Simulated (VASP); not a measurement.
# PbS in VASP: notebook

PbS is run at these levels: PBE; tasks: relaxation of cell and atoms, single point.

Program: VASP 6.6.1. These are calculated values, not measurements. Logs are shortened: lines on timing, memory, paths and dates and some standing lists are left out, and cuts for length are marked.

### Step 1. The cell of the first run

The typed cell holds 2 atoms: a = 4.248 Å, b = 4.248 Å, c = 4.248 Å, α = 120.01°, β = 120.01°, γ = 89.99°.

The cell was generated, and may not be a known phase.

### Step 2. Relaxation of cell and atoms, PBE

Input file INCAR:

```
PREC = Accurate
ENCUT = 600
EDIFF = 1E-7
ISMEAR = 0
SIGMA = 0.02
LREAL = F
LASPH = T
NELM = 60
ALGO = Normal
ISIF = 3
LWAVE = F
LCHARG = F
GGA = PE
IBRION = 2
NSW = 100
EDIFFG = -0.01
```

Input file KPOINTS:

```
regular mesh
0
Gamma
  12 12 12
```

Input file POSCAR:

```
PbS
1.0
   -2.1240616417      2.1240616417      3.0043599809
    2.1240616417     -2.1240616417      3.0043599809
    2.1240616417      2.1240616417     -3.0043599809
Pb S
1 1
Direct
    0.5000000000      0.5000000000      0.0000000000
    0.0000000000      0.0000000000      0.0000000000
```

Potentials or basis: VASP PAW PBE potentials, release 64 (Pb_d, S).

Started as:

```
$ cat potpaw_PBE.64/Pb_d/POTCAR potpaw_PBE.64/S/POTCAR > POTCAR
$ mpirun -np 1 vasp_std > vasp.out
```

OUTCAR:

```text
PREC = Accurate
   ENCUT = 600
   EDIFF = 1E-7
   ISMEAR = 0
   LREAL = F
   LASPH = T
   NELM = 60
   ISIF = 3
   GGA = PE
   IBRION = 2
   NSW = 100
   EDIFFG = -0.01

 ion  position               nearest neighbor table
   1  0.500  0.500  0.000-   2 3.00   2 3.00   2 3.00   2 3.00   2 3.00   2 3.00
   2  0.000  0.000  0.000-   1 3.00   1 3.00   1 3.00   1 3.00   1 3.00   1 3.00

  LATTYP: Found a body centered tetragonal cell.
 ALAT       =     4.2481232834
 C/A-ratio  =     1.4144410510

  Lattice vectors:

 A1 = (  -2.1240616417,   2.1240616417,   3.0043599809)
 A2 = (   2.1240616417,  -2.1240616417,   3.0043599809)
 A3 = (   2.1240616417,   2.1240616417,  -3.0043599809)

Analysis of symmetry for initial positions (statically):
=====================================================================
 Subroutine PRICEL returns:
 Original cell was already a primitive cell.

 Routine SETGRP: Setting up the symmetry group for a
 body centered tetragonal supercell.

 Subroutine GETGRP returns: Found 16 space group operations
 (whereof 16 operations were pure point group operations)
 out of a pool of 16 trial point group operations.

The static configuration has the point symmetry D_4h.

Analysis of symmetry for dynamics (positions and initial velocities):
=====================================================================
 Subroutine PRICEL returns:
 Original cell was already a primitive cell.

 Routine SETGRP: Setting up the symmetry group for a
 body centered tetragonal supercell.

 Subroutine GETGRP returns: Found 16 space group operations
 (whereof 16 operations were pure point group operations)
 out of a pool of 16 trial point group operations.

The dynamic configuration has the point symmetry D_4h.

 Subroutine INISYM returns: Found 16 space group operations
 (whereof 16 operations are pure point group operations),
 and found     1 'primitive' translations

----------------------------------------------------------------------------------------

                                     Primitive cell

  volume of cell :      54.2183

  direct lattice vectors                    reciprocal lattice vectors
    -2.124061642  2.124061642  3.004359981     0.000000000  0.235398065  0.166424797
     2.124061642 -2.124061642  3.004359981     0.235398065  0.000000000  0.166424797
     2.124061642  2.124061642 -3.004359981     0.235398065  0.235398065  0.000000000

  length of vectors
     4.248464971  4.248464971  4.248464971     0.288287117  0.288287117  0.332903136

  position of ions in fractional coordinates (direct lattice)
     0.500000000  0.500000000  0.000000000
     0.000000000  0.000000000  0.000000000

  ion indices of the primitive-cell ions
   primitive index   ion index
                 1           1
                 2           2

----------------------------------------------------------------------------------------

 KPOINTS: regular mesh

Automatic generation of k-mesh.
 Grid dimensions read from file:
 generate k-points for:   12   12   12

 Generating k-lattice:

  Cartesian coordinates                     Fractional coordinates (reciprocal lattice)
     0.000000000  0.019616505  0.013868733     0.083333333 -0.000000000  0.000000000
     0.019616505  0.000000000  0.013868733    -0.000000000  0.083333333  0.000000000
     0.019616505  0.019616505  0.000000000     0.000000000  0.000000000  0.083333333

  Length of vectors
     0.024023926  0.024023926  0.027741928

  Shift w.r.t. Gamma in fractional coordinates (k-lattice)
     0.000000000  0.000000000  0.000000000

 Subroutine IBZKPT returns following result:
 ===========================================

 Found    163 irreducible k-points:

 Following reciprocal coordinates:
            Coordinates               Weight
  0.000000  0.000000  0.000000      1.000000
  0.083333 -0.000000  0.000000      8.000000
  0.166667 -0.000000  0.000000      8.000000
  0.250000 -0.000000  0.000000      8.000000
  0.333333  0.000000  0.000000      8.000000
  0.416667 -0.000000  0.000000      8.000000
[... 16 lines left out ...]
  0.500000  0.166667  0.000000     16.000000
 -0.416667  0.166667  0.000000     16.000000
 [... further k-points ...]
   k-points           NKPTS =    163   k-points in BZ     NKDIM =    163   number of bands    NBANDS=     14
   number of dos      NEDOS =    301   number of ions     NIONS =      2
   total plane-waves  NPLWV =  46656
   dimension x,y,z NGX =    36 NGY =   36 NGZ =   36
   dimension x,y,z NGXF=    72 NGYF=   72 NGZF=   72
   ions per type =               1   1
   NGX,Y,Z   is equivalent  to a cutoff of  14.09, 14.09, 14.09 a.u.
   NGXF,Y,Z  is equivalent  to a cutoff of  28.17, 28.17, 28.17 a.u.
 SYSTEM =  unknown system
   PREC   = accura    normal or accurate (medium, high low for compatibility)
   ISTART =      0    job   : 0-new  1-cont  2-samecut
   ICHARG =      2    charge: 1-file 2-atom 10-const
   ISPIN  =      1    spin polarized calculation?
   LNONCOLLINEAR =      F non collinear calculations
   LSORBIT =      F    spin-orbit coupling
   LASPH  =      T    aspherical Exc in radial PAW
   ENCUT  =  600.0 eV  44.10 Ry    6.64 a.u.   8.49  8.49  8.49*2*pi/ulx,y,z
   NELM   =     60;   NELMIN=  2; NELMDL= -5     # of ELM steps
   EDIFF  = 0.1E-06   stopping-criterion for ELM
   LREAL  =      F    real-space projection
   EDIFFG = -.1E-01   stopping-criterion for IOM
   NSW    =    100    number of steps for IOM
   IBRION =      2    ionic relax: 0-MD 1-quasi-New 2-CG
   NFREE  =      1    steps in history (QN), initial steepest desc. (CG)
   ISIF   =      3    stress and relaxation
   ISYM   =      2    0-nonsym 1-usesym 2-fastsym
   POTIM  = 0.5000    time-step for ionic-motion
   TEBEG  =    0.0;   TEEND  =   0.0 temperature during run
   PSTRESS=    0.0 pullay stress
   NELECT =      20.0000    total number of electrons
   NUPDOWN=      -1.0000    fix difference up-down
   EMIN   =  10.00;   EMAX   =-10.00  energy-range for DOS
   EFERMI =   0.00;   METHOD = LEGACY
   ISMEAR =     0;   SIGMA  =   0.02  broadening in eV -4-tet -1-fermi 0-gaus
   EFERMI_NEDOS =   21; number of points for ismear=-14 and -15
   IALGO  =     38    algorithm
   IMIX   =      4    mixing-type and parameters
     AMIX     =   0.40;   BMIX     =  1.00
     AMIX_MAG =   1.60;   BMIX_MAG =  1.00
  volume/ion in A,a.u.               =      27.11       182.94
  Fermi-wavevector in a.u.,A,eV,Ry     =   1.174094  2.218715 18.755578  1.378496
  Thomas-Fermi vector in A             =   2.310496
   LORBIT       =      0    0 simple, 1 ext, 2 COOP (PROOUT), +10 PAW based schemes
   GGA     = PE    functional components
   LHFCALC =     F    Hartree Fock is set to
   AEXX    =    0.0000 exact exchange contribution
   IVDW    =     0    specifies the selected vdW correction
   LEPSILON=     F    determine dielectric tensor
   LRPA    =     F    only Hartree local field effects (RPA)
 conjugate gradient relaxation of ions
 non-spin polarized calculation
 Gauss-broadening in eV      SIGMA  =   0.02
  energy-cutoff  :      600.00
  volume of cell :       54.22
 maximum number of plane-waves:      1828
 NGX is ok and might be reduce to    36
   NGX = 17   NGY = 17   NGZ = 17

 number of electron      19.9999998 magnetization

 Free energy of the ion-electron system (eV)
  ---------------------------------------------------
  ext. energy  EPLUGINS =         0.00000000
  ---------------------------------------------------
  free energy    TOTEN  =        -8.76963278 eV

  energy without entropy =       -8.76963278  energy(sigma->0) =       -8.76963278

 E-fermi :   5.4025     XC(G=0):  -9.5023

 val. band max:        5.2868913918   @ k =   0.5000  -0.0000   0.0000
 cond. band min:       5.7846564801   @ k =   0.5000  -0.0000   0.0000
 fundamental gap:      0.4977650883
 Fermi energy:         5.4025259658

 k-point     1 :       0.0000    0.0000    0.0000
  band No.  band energies     occupation
      1     -11.4421      2.00000
      2     -11.4421      2.00000
      3     -11.4420      2.00000
      4     -11.4248      2.00000
      5     -11.4247      2.00000
      6      -7.9318      2.00000
      7      -0.7802      2.00000
      8       3.3407      2.00000
      9       3.3407      2.00000
     10       3.3420      2.00000
     11      10.4207      0.00000
     12      10.4242      0.00000
     13      10.4242      0.00000
     14      12.1522      0.00000

 k-point     2 :       0.0833   -0.0000    0.0000
  band No.  band energies     occupation
      1     -11.4417      2.00000
      2     -11.4405      2.00000
      3     -11.4404      2.00000
      4     -11.4255      2.00000
      5     -11.4254      2.00000
      6      -7.8757      2.00000
      7      -0.9645      2.00000
      8       3.3580      2.00000
      9       3.3588      2.00000
     10       3.4782      2.00000
     11       9.8066      0.00000
     12      10.0577      0.00000
     13      10.0599      0.00000
     14      12.1188      0.00000

 k-point     3 :       0.1667   -0.0000    0.0000
  band No.  band energies     occupation
      1     -11.4409      2.00000
      2     -11.4389      2.00000
      3     -11.4389      2.00000
      4     -11.4245      2.00000
      5     -11.4244      2.00000
      6      -7.7127      2.00000
      7      -1.4365      2.00000
      8       3.4091      2.00000
      9       3.4097      2.00000
     10       3.8133      2.00000
     11       8.7221      0.00000
     12       9.3192      0.00000
     13       9.3211      0.00000
     14      12.0641      0.00000
[... 324 lines left out ...]
 k-point    23 :       0.5000    0.1667    0.0000
  band No.  band energies     occupation
      1     -11.4735      2.00000
      2     -11.4404      2.00000
      3     -11.4353      2.00000
      4     -11.4115      2.00000
      5     -11.3975      2.00000
      6      -6.7019      2.00000
      7      -3.0152      2.00000
      8       2.5776      2.00000
      9       3.1638      2.00000
     10       3.9855      2.00000
     11       7.1540      0.00000
     12       8.2840      0.00000
     13       8.7898      0.00000
     14      12.6663      0.00000

 k-point    24 :      -0.4167    0.1667    0.0000
  band No.  band energies     occupation
      1     -11.4720      2.00000
      2     -11.4407      2.00000
      3     -11.4357      2.00000
      4     -11.4138      2.00000
      5     -11.3990      2.00000
      6      -6.9070      2.00000
      7      -2.6864      2.00000
      8       2.8296      2.00000
      9       2.9907      2.00000
     10       3.8425      2.00000
     11       7.3764      0.00000
     12       8.7723      0.00000
     13       8.7979      0.00000
     14      11.8511      0.00000

 [... further k-points ...]

------------------------ aborting loop because EDIFF is reached ----------------------------------------

  FORCE on cell =-STRESS in cart. coord.  units (eV):
  Direction    XX          YY          ZZ          XY          YZ          ZX
  --------------------------------------------------------------------------------------
  -------------------------------------------------------------------------------------
  Total        0.0050436      0.0050436     -0.0008687      0.0000000      0.0000000      0.0000000
  in kB        0.1490404      0.1490404     -0.0256700      0.0000000      0.0000000      0.0000000
  external PRESSURE =       0.0908036 kB  Pullay stress =       0.0000000 kB

 VOLUME and BASIS-vectors are now :
 -----------------------------------------------------------------------------
  energy-cutoff  :      600.00
  volume of cell :       54.22
      direct lattice vectors                 reciprocal lattice vectors
    -2.124061642  2.124061642  3.004359981     0.000000000  0.235398065  0.166424797
     2.124061642 -2.124061642  3.004359981     0.235398065  0.000000000  0.166424797
     2.124061642  2.124061642 -3.004359981     0.235398065  0.235398065  0.000000000

 POSITION                                       TOTAL-FORCE (eV/Angst)
 -----------------------------------------------------------------------------------
      0.00000      0.00000      3.00436        -0.000000      0.000000      0.000000
      0.00000      0.00000      0.00000         0.000000     -0.000000     -0.000000
 -----------------------------------------------------------------------------------
    total drift:                                0.000000     -0.000000      0.000000

  FREE ENERGIE OF THE ION-ELECTRON SYSTEM (eV)
  ---------------------------------------------------
  free  energy   TOTEN  =        -8.7696327832 eV

  energy  without entropy=       -8.7696327832  energy(sigma->0) =       -8.76963278

 reached required accuracy - stopping structural energy minimisation
```

Run time: 4.3 min. Hardware: 1 thread of Oxide Virtual Turin-like, shared host; peak memory 0.28 GiB.

Results:

- Free energy: -8.7696 eV
- Pressure after relaxing: 0.0 GPa
- Band gap on the k mesh: 0.50 eV

Final structure:
```
CELL_PARAMETERS angstrom
-2.12406 2.12406 3.00436
2.12406 -2.12406 3.00436
2.12406 2.12406 -3.00436
ATOMIC_POSITIONS crystal
Pb 0.50000 0.50000 0.00000
S 0.00000 0.00000 0.00000
```

Caveat: the relaxation stopped at its first step, so nothing moved; spin-orbit coupling is left out, which moves the levels of the heavy elements. A k mesh can miss the band edges.

### Step 3. Relaxation of cell and atoms, PBE

Input file INCAR:

```
SYSTEM = PbS
PREC = Accurate ; ENCUT = 600
EDIFF = 1E-6 ; ISMEAR = 0
SIGMA = 0.02 ; LREAL = .FALSE.
LASPH = .TRUE. ; NELM = 100
ALGO = Normal ; ISIF = 3
LWAVE = .FALSE. ; LCHARG = .FALSE.
GGA = PE ; IBRION = 2
NSW = 100 ; EDIFFG = -0.01
```

Input file KPOINTS:

```
Automatic mesh
0
G
  12 12 12
  0 0 0
```

Input file POSCAR:

```
PbS
1.0
   -2.1243460720      2.1243460720      3.0047974867
    2.1243460720     -2.1243460720      3.0047974867
    2.1243460720      2.1243460720     -3.0047974867
Pb S
1 1
Direct
    0.5010918958      0.5010918958      0.0000000000
    1.0002734075      1.0002734075      0.0000000000
```

Potentials or basis: VASP PAW PBE potentials, release 64 (Pb_d, S).

Started as:

```
$ cat potpaw_PBE.64/Pb_d/POTCAR potpaw_PBE.64/S/POTCAR > POTCAR
$ mpirun -np 1 vasp_std > vasp.out
```

OUTCAR:

```text
SYSTEM = PbS
   PREC = Accurate
   ENCUT = 600
   EDIFF = 1E-6
   ISMEAR = 0
   LREAL = .FALSE.
   LASPH = .TRUE.
   NELM = 100
   ISIF = 3
   GGA = PE
   IBRION = 2
   NSW = 100
   EDIFFG = -0.01

 ion  position               nearest neighbor table
   1  0.501  0.501  0.000-   2 3.00   2 3.00   2 3.00   2 3.00   2 3.00   2 3.01
   2  0.000  0.000  0.000-   1 3.00   1 3.00   1 3.00   1 3.00   1 3.00   1 3.01

  LATTYP: Found a body centered tetragonal cell.
 ALAT       =     4.2486921440
 C/A-ratio  =     1.4144576189

  Lattice vectors:

 A1 = (  -2.1243460720,   2.1243460720,   3.0047974867)
 A2 = (   2.1243460720,  -2.1243460720,   3.0047974867)
 A3 = (   2.1243460720,   2.1243460720,  -3.0047974867)

Analysis of symmetry for initial positions (statically):
=====================================================================
 Subroutine PRICEL returns:
 Original cell was already a primitive cell.

 Routine SETGRP: Setting up the symmetry group for a
 body centered tetragonal supercell.

 Subroutine GETGRP returns: Found  8 space group operations
 (whereof  8 operations were pure point group operations)
 out of a pool of 16 trial point group operations.

The static configuration has the point symmetry C_4v.

Analysis of symmetry for dynamics (positions and initial velocities):
=====================================================================
 Subroutine PRICEL returns:
 Original cell was already a primitive cell.

 Routine SETGRP: Setting up the symmetry group for a
 body centered tetragonal supercell.

 Subroutine GETGRP returns: Found  8 space group operations
 (whereof  8 operations were pure point group operations)
 out of a pool of 16 trial point group operations.

The dynamic configuration has the point symmetry C_4v.

[... 125 lines left out ...]
   AEXX    =    0.0000 exact exchange contribution
   IVDW    =     0    specifies the selected vdW correction
   LEPSILON=     F    determine dielectric tensor
   LRPA    =     F    only Hartree local field effects (RPA)
 conjugate gradient relaxation of ions
 non-spin polarized calculation
 Gauss-broadening in eV      SIGMA  =   0.02
  energy-cutoff  :      600.00
  volume of cell :       54.24
 maximum number of plane-waves:      1837
 NGX is ok and might be reduce to    36
   NGX = 17   NGY = 17   NGZ = 17

 number of electron      19.9999998 magnetization

 Free energy of the ion-electron system (eV)
  ---------------------------------------------------
  ext. energy  EPLUGINS =         0.00000000
  ---------------------------------------------------
  free energy    TOTEN  =        -8.76963162 eV

  energy without entropy =       -8.76963162  energy(sigma->0) =       -8.76963162

 E-fermi :   5.3972     XC(G=0):  -9.5004

 val. band max:        5.2812019676   @ k =   0.5000  -0.0000   0.0000
 cond. band min:       5.7805289221   @ k =   0.5000  -0.0000   0.0000
 fundamental gap:      0.4993269544
 Fermi energy:         5.3972018020

 k-point     1 :       0.0000    0.0000    0.0000
  band No.  band energies     occupation
      1     -11.4467      2.00000
      2     -11.4467      2.00000
      3     -11.4467      2.00000
      4     -11.4294      2.00000
      5     -11.4293      2.00000
      6      -7.9335      2.00000
      7      -0.7862      2.00000
      8       3.3375      2.00000
      9       3.3375      2.00000
     10       3.3388      2.00000
     11      10.4141      0.00000
     12      10.4177      0.00000
     13      10.4177      0.00000
     14      12.1482      0.00000
[... 377 lines left out ...]
      1     -11.4765      2.00000
      2     -11.4453      2.00000
      3     -11.4403      2.00000
      4     -11.4185      2.00000
      5     -11.4037      2.00000
      6      -6.9096      2.00000
      7      -2.6900      2.00000
      8       2.8265      2.00000
      9       2.9876      2.00000
     10       3.8383      2.00000
     11       7.3715      0.00000
     12       8.7659      0.00000
     13       8.7936      0.00000
     14      11.8465      0.00000

 [... further k-points ...]

------------------------ aborting loop because EDIFF is reached ----------------------------------------

  FORCE on cell =-STRESS in cart. coord.  units (eV):
  Direction    XX          YY          ZZ          XY          YZ          ZX
  --------------------------------------------------------------------------------------
  -------------------------------------------------------------------------------------
  Total       -0.0024448     -0.0024448     -0.0084531      0.0000000      0.0000000      0.0000000
  in kB       -0.0722148     -0.0722148     -0.2496892      0.0000000      0.0000000      0.0000000
  external PRESSURE =      -0.1313729 kB  Pullay stress =       0.0000000 kB

 VOLUME and BASIS-vectors are now :
 -----------------------------------------------------------------------------
  energy-cutoff  :      600.00
  volume of cell :       54.24
      direct lattice vectors                 reciprocal lattice vectors
    -2.124346072  2.124346072  3.004797487     0.000000000  0.235366547  0.166400565
     2.124346072 -2.124346072  3.004797487     0.235366547  0.000000000  0.166400565
     2.124346072  2.124346072 -3.004797487     0.235366547  0.235366547  0.000000000

 POSITION                                       TOTAL-FORCE (eV/Angst)
 -----------------------------------------------------------------------------------
      0.00000      0.00000      3.01136         0.000000      0.000000     -0.000873
      0.00000      0.00000      0.00164        -0.000000     -0.000000      0.000873
 -----------------------------------------------------------------------------------
    total drift:                                0.000000      0.000000      0.000096

  FREE ENERGIE OF THE ION-ELECTRON SYSTEM (eV)
  ---------------------------------------------------
  free  energy   TOTEN  =        -8.7696316158 eV

  energy  without entropy=       -8.7696316158  energy(sigma->0) =       -8.76963162

 reached required accuracy - stopping structural energy minimisation
```

It took 3.5 min on 1 thread of Oxide Virtual Turin-like, shared host; peak memory 0.28 GiB.

What came out:

```yaml
Free_energy: -8.7696 eV
Pressure_after_relaxing: 0.0 GPa
Band_gap_on_the_k_mesh: 0.50 eV
```

Final structure:
```xyz
2
Lattice="-2.1243 2.1243 3.0048 2.1243 -2.1243 3.0048 2.1243 2.1243 -3.0048" Properties=species:S:1:pos:R:3 pbc="T T T"
Pb    0.0000    0.0000    3.0114
S     0.0000    0.0000    0.0016
```

Caveat: spin-orbit coupling is left out, which moves the levels of the heavy elements. A k mesh can miss the band edges.

(Part 1 of 2 ends here.)
